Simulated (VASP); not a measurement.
A run of VASP 6.6.1 is set up as follows.

Contents of INCAR:

```
SYSTEM = Na2S
  PREC = Accurate
  ENCUT = 500
  EDIFF = 1E-6
  ISMEAR = 1
  SIGMA = 0.015
  LREAL = .FALSE.
  LASPH = .TRUE.
  NELM = 120
  ALGO = Normal
  ISIF = 2
  LWAVE = .FALSE.
  LCHARG = .FALSE.
  GGA = PE
  NBANDS = 17
  GGA_COMPAT = .FALSE.
```

KPOINTS

```
Automatic mesh
0
G
  7 7 7
  0 0 0
```

Contents of POSCAR:

```
Na2S
1.0
    0.0000000000      3.2397847400      3.2397847400
    3.2397847400      0.0000000000      3.2397847400
    3.2397847400      3.2397847400      0.0000000000
Na S
2 1
Direct
    0.2500000000      0.2500000000      0.2500000000
    0.7500000000      0.7500000000      0.7500000000
    0.0000000000      0.0000000000      0.0000000000
```

Potentials or basis: VASP PAW PBE potentials, release 64 (Na_pv, S).

The run is started by

```bash
$ cat potpaw_PBE.64/Na_pv/POTCAR potpaw_PBE.64/S/POTCAR > POTCAR
$ mpirun -np 1 vasp_std > vasp.out
```

Task: Estimate the band gap on the k mesh.

Result: 2.58 eV, direct.

Task: Predict the pressure.

Result: 1.2 GPa.

A hybrid or GW would open this gap; PBE tends to underestimate it.
